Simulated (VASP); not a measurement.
# Na in VASP: a series of runs

The runs below take Na through single point, with LDA, PBEsol.

All numbers are computed with VASP 6.6.1; they aren't measurements. Logs are shortened: lines on timing, memory, paths and dates and some standing lists are left out, and cuts for length are marked.

### Step 1. The cell of the first run

The structure is tetragonal, space group I4/mmm (No. 139). Conventional cell: a = 3.962 Å, b = 3.962 Å, c = 5.533 Å, α = 90.00°, β = 90.00°, γ = 90.00°. Within 5.2 Å of Na (site symmetry 4/mmm) lie 12 Na at 3.94 to 3.96 Å.

### Step 2. Single point, LDA (strained)

Input file INCAR:

```
PREC = Accurate ; ENCUT = 520
EDIFF = 1E-6 ; ISMEAR = 0
SIGMA = 0.1 ; LREAL = F
LASPH = T ; NELM = 100
ALGO = Fast ; ISIF = 2
LWAVE = F ; LCHARG = F
NBANDS = 10
```

Input file KPOINTS:

```
regular mesh
0
Gamma
  16 16 16
```

Input file POSCAR:

```
Na
1.0
   -1.9807606942      1.9807606942      2.7664241190
    1.9807606942     -1.9807606942      2.7664241190
    1.9807606942      1.9807606942     -2.7664241190
Na
1
Direct
    0.0000000000      0.0000000000      0.0000000000
```

Potentials or basis: VASP PAW LDA potentials, release 64 (Na_pv).

On the command line:

```console
> cat potpaw_LDA.64/Na_pv/POTCAR > POTCAR
> mpirun -np 1 vasp_std > vasp.out
```

OUTCAR:

```text
PREC = Accurate
   ENCUT = 520
   EDIFF = 1E-6
   ISMEAR = 0
   LREAL = F
   LASPH = T
   NELM = 100
   ISIF = 2

 ion  position               nearest neighbor table
   1  0.000  0.000  0.000-

  LATTYP: Found a body centered tetragonal cell.
 ALAT       =     3.9615213884
 C/A-ratio  =     1.3966473220

  Lattice vectors:

 A1 = (  -1.9807606942,   1.9807606942,   2.7664241190)
 A2 = (   1.9807606942,  -1.9807606942,   2.7664241190)
 A3 = (   1.9807606942,   1.9807606942,  -2.7664241190)

Analysis of symmetry for initial positions (statically):
=====================================================================
 Subroutine PRICEL returns:
 Original cell was already a primitive cell.

 Routine SETGRP: Setting up the symmetry group for a
 body centered tetragonal supercell.

 Subroutine GETGRP returns: Found 16 space group operations
 (whereof 16 operations were pure point group operations)
 out of a pool of 16 trial point group operations.

The static configuration has the point symmetry D_4h.

Analysis of symmetry for dynamics (positions and initial velocities):
=====================================================================
 Subroutine PRICEL returns:
 Original cell was already a primitive cell.

 Routine SETGRP: Setting up the symmetry group for a
 body centered tetragonal supercell.

 Subroutine GETGRP returns: Found 16 space group operations
 (whereof 16 operations were pure point group operations)
 out of a pool of 16 trial point group operations.

The dynamic configuration has the point symmetry D_4h.

 Subroutine INISYM returns: Found 16 space group operations
 (whereof 16 operations are pure point group operations),
 and found     1 'primitive' translations

----------------------------------------------------------------------------------------

                                     Primitive cell

  volume of cell :      43.4153

  direct lattice vectors                    reciprocal lattice vectors
    -1.980760694  1.980760694  2.766424119     0.000000000  0.252428272  0.180738737
     1.980760694 -1.980760694  2.766424119     0.252428272  0.000000000  0.180738737
     1.980760694  1.980760694 -2.766424119     0.252428272  0.252428272  0.000000000

  length of vectors
     3.936994826  3.936994826  3.936994826     0.310461791  0.310461791  0.356987486

  position of ions in fractional coordinates (direct lattice)
     0.000000000  0.000000000  0.000000000

  ion indices of the primitive-cell ions
   primitive index   ion index
                 1           1

----------------------------------------------------------------------------------------

 KPOINTS: regular mesh

Automatic generation of k-mesh.
 Grid dimensions read from file:
 generate k-points for:   16   16   16

 Generating k-lattice:

  Cartesian coordinates                     Fractional coordinates (reciprocal lattice)
     0.000000000  0.015776767  0.011296171     0.062500000  0.000000000  0.000000000
     0.015776767  0.000000000  0.011296171     0.000000000  0.062500000  0.000000000
     0.015776767  0.015776767  0.000000000     0.000000000  0.000000000  0.062500000

  Length of vectors
     0.019403862  0.019403862  0.022311718

  Shift w.r.t. Gamma in fractional coordinates (k-lattice)
     0.000000000  0.000000000  0.000000000

 Subroutine IBZKPT returns following result:
 ===========================================

 Found    349 irreducible k-points:

 Following reciprocal coordinates:
            Coordinates               Weight
  0.000000  0.000000  0.000000      1.000000
  0.062500 -0.000000  0.000000      8.000000
  0.125000 -0.000000  0.000000      8.000000
  0.187500 -0.000000  0.000000      8.000000
  0.250000 -0.000000  0.000000      8.000000
  0.312500 -0.000000  0.000000      8.000000
[... 16 lines left out ...]
 -0.125000  0.062500 -0.000000     16.000000
 -0.062500  0.062500  0.000000      4.000000
 [... further k-points ...]
   k-points           NKPTS =    349   k-points in BZ     NKDIM =    349   number of bands    NBANDS=     10
   number of dos      NEDOS =    301   number of ions     NIONS =      1
   total plane-waves  NPLWV =  27000
   dimension x,y,z NGX =    30 NGY =   30 NGZ =   30
   dimension x,y,z NGXF=    60 NGYF=   60 NGZF=   60
   ions per type =               1
   NGX,Y,Z   is equivalent  to a cutoff of  12.67, 12.67, 12.67 a.u.
   NGXF,Y,Z  is equivalent  to a cutoff of  25.34, 25.34, 25.34 a.u.
 SYSTEM =  unknown system
   PREC   = accura    normal or accurate (medium, high low for compatibility)
   ISTART =      0    job   : 0-new  1-cont  2-samecut
   ICHARG =      2    charge: 1-file 2-atom 10-const
   ISPIN  =      1    spin polarized calculation?
   LNONCOLLINEAR =      F non collinear calculations
   LSORBIT =      F    spin-orbit coupling
   LASPH  =      T    aspherical Exc in radial PAW
   ENCUT  =  520.0 eV  38.22 Ry    6.18 a.u.   7.32  7.32  7.32*2*pi/ulx,y,z
   NELM   =    100;   NELMIN=  2; NELMDL= -5     # of ELM steps
   EDIFF  = 0.1E-05   stopping-criterion for ELM
   LREAL  =      F    real-space projection
   EDIFFG = 0.1E-04   stopping-criterion for IOM
   NSW    =      0    number of steps for IOM
   IBRION =     -1    ionic relax: 0-MD 1-quasi-New 2-CG
   NFREE  =      0    steps in history (QN), initial steepest desc. (CG)
   ISIF   =      2    stress and relaxation
   ISYM   =      2    0-nonsym 1-usesym 2-fastsym
   POTIM  = 0.5000    time-step for ionic-motion
   TEBEG  =    0.0;   TEEND  =   0.0 temperature during run
   PSTRESS=    0.0 pullay stress
   NELECT =       7.0000    total number of electrons
   NUPDOWN=      -1.0000    fix difference up-down
   EMIN   =  10.00;   EMAX   =-10.00  energy-range for DOS
   EFERMI =   0.00;   METHOD = LEGACY
   ISMEAR =     0;   SIGMA  =   0.10  broadening in eV -4-tet -1-fermi 0-gaus
   EFERMI_NEDOS =   21; number of points for ismear=-14 and -15
   IALGO  =     68    algorithm
   IMIX   =      4    mixing-type and parameters
     AMIX     =   0.40;   BMIX     =  1.00
     AMIX_MAG =   1.60;   BMIX_MAG =  1.00
  volume/ion in A,a.u.               =      43.42       292.98
  Fermi-wavevector in a.u.,A,eV,Ry     =   0.891032  1.683806 10.802180  0.793938
  Thomas-Fermi vector in A             =   2.012800
   LORBIT       =      0    0 simple, 1 ext, 2 COOP (PROOUT), +10 PAW based schemes
   GGA     = CA    functional components
   LHFCALC =     F    Hartree Fock is set to
   AEXX    =    0.0000 exact exchange contribution
   IVDW    =     0    specifies the selected vdW correction
   LEPSILON=     F    determine dielectric tensor
   LRPA    =     F    only Hartree local field effects (RPA)
 non-spin polarized calculation
 RMM-DIIS sequential band-by-band and
 Gauss-broadening in eV      SIGMA  =   0.10
  energy-cutoff  :      520.00
  volume of cell :       43.42
 maximum number of plane-waves:      1211
 NGX is ok and might be reduce to    30
   NGX = 15   NGY = 15   NGZ = 15

 number of electron       7.0000007 magnetization

 Free energy of the ion-electron system (eV)
  ---------------------------------------------------
  ext. energy  EPLUGINS =         0.00000000
  ---------------------------------------------------
  free energy    TOTEN  =        -1.39963212 eV

  energy without entropy =       -1.39731179  energy(sigma->0) =       -1.39847196

 E-fermi :  -0.2395     XC(G=0):  -6.3019

 val. band max:       -0.2519022036   @ k =  -0.1250  -0.4375   0.0625
 cond. band min:      -0.2329481124   @ k =  -0.2500  -0.4375   0.1875
 fundamental gap:      0.0189540912
 Fermi energy:        -0.2395196739

 k-point     1 :       0.0000    0.0000    0.0000
  band No.  band energies     occupation
      1     -25.3246      2.00000
      2     -25.3246      2.00000
      3     -25.3246      2.00000
      4      -3.2062      2.00000
      5       9.8812      0.00000
      6       9.8812      0.00000
      7       9.9246      0.00000
      8      10.9294      0.00000
      9      10.9410      0.00000
     10      10.9743      0.00000

 k-point     2 :       0.0625   -0.0000    0.0000
  band No.  band energies     occupation
      1     -25.3253      2.00000
      2     -25.3247      2.00000
      3     -25.3247      2.00000
      4      -3.1479      2.00000
      5       8.8538      0.00000
      6       9.6997      0.00000
      7       9.7367      0.00000
      8      10.8668      0.00000
      9      11.2065      0.00000
     10      11.2239      0.00000

 k-point     3 :       0.1250   -0.0000    0.0000
  band No.  band energies     occupation
      1     -25.3275      2.00000
      2     -25.3250      2.00000
      3     -25.3250      2.00000
      4      -2.9735      2.00000
      5       7.4402      0.00000
      6       9.3958      0.00000
      7       9.4481      0.00000
      8      10.6288      0.00000
      9      11.7954      0.00000
     10      11.8285      0.00000

 k-point     4 :       0.1875   -0.0000    0.0000
  band No.  band energies     occupation
      1     -25.3307      2.00000
      2     -25.3255      2.00000
      3     -25.3254      2.00000
      4      -2.6838      2.00000
      5       6.0601      0.00000
      6       9.1360      0.00000
      7       9.2051      0.00000
      8      10.3852      0.00000
      9      11.7786      0.00000
     10      12.0053      0.00000
[... 222 lines left out ...]
 k-point    22 :      -0.1875    0.0625    0.0000
  band No.  band energies     occupation
      1     -25.3297      2.00000
      2     -25.3257      2.00000
      3     -25.3254      2.00000
      4      -2.7436      2.00000
      5       6.5548      0.00000
      6       8.6175      0.00000
      7       9.1271      0.00000
      8      10.8955      0.00000
      9      11.3274      0.00000
     10      11.3949      0.00000

 k-point    23 :      -0.1250    0.0625   -0.0000
  band No.  band energies     occupation
      1     -25.3269      2.00000
      2     -25.3252      2.00000
      3     -25.3251      2.00000
      4      -2.9941      2.00000
      5       7.9321      0.00000
      6       8.9150      0.00000
      7       9.3214      0.00000
      8      10.6888      0.00000
      9      11.5370      0.00000
     10      11.8247      0.00000

 k-point    24 :      -0.0625    0.0625    0.0000
  band No.  band energies     occupation
      1     -25.3253      2.00000
      2     -25.3249      2.00000
      3     -25.3248      2.00000
      4      -3.1292      2.00000
      5       9.2040      0.00000
      6       9.2797      0.00000
      7       9.3126      0.00000
      8      10.6120      0.00000
      9      11.6653      0.00000
     10      11.6914      0.00000

 [... further k-points ...]
[... 5 lines left out ...]
  --------------------------------------------------------------------------------------
  -------------------------------------------------------------------------------------
  Total       -0.4001445     -0.4001445     -0.3914924      0.0000000      0.0000000      0.0000000
  in kB      -14.7667414    -14.7667414    -14.4474477      0.0000000      0.0000000      0.0000000
  external PRESSURE =     -14.6603101 kB  Pullay stress =       0.0000000 kB

 VOLUME and BASIS-vectors are now :
 -----------------------------------------------------------------------------
  energy-cutoff  :      520.00
  volume of cell :       43.42
      direct lattice vectors                 reciprocal lattice vectors
    -1.980760694  1.980760694  2.766424119     0.000000000  0.252428272  0.180738737
     1.980760694 -1.980760694  2.766424119     0.252428272  0.000000000  0.180738737
     1.980760694  1.980760694 -2.766424119     0.252428272  0.252428272  0.000000000

 POSITION                                       TOTAL-FORCE (eV/Angst)
 -----------------------------------------------------------------------------------
      0.00000      0.00000      0.00000         0.000000      0.000000      0.000000
 -----------------------------------------------------------------------------------
    total drift:                               -0.000000     -0.000000      0.000000

  FREE ENERGIE OF THE ION-ELECTRON SYSTEM (eV)
  ---------------------------------------------------
  free  energy   TOTEN  =        -1.3996321231 eV

  energy  without entropy=       -1.3973117898  energy(sigma->0) =       -1.39847196
```

Run time: 60 s. Hardware: 1 thread of Intel Xeon 6975P-C (Granite Rapids), shared host; peak memory 0.23 GiB.

Results:

```
Free energy            : -1.3996 eV
Pressure               : -1.5 GPa
Band gap on the k mesh : zero (an odd number of electrons rules out a gap without spin polarisation)
```

Caveat: the cell differs from its parent crystal (strained).

[end of part 1 of 2]
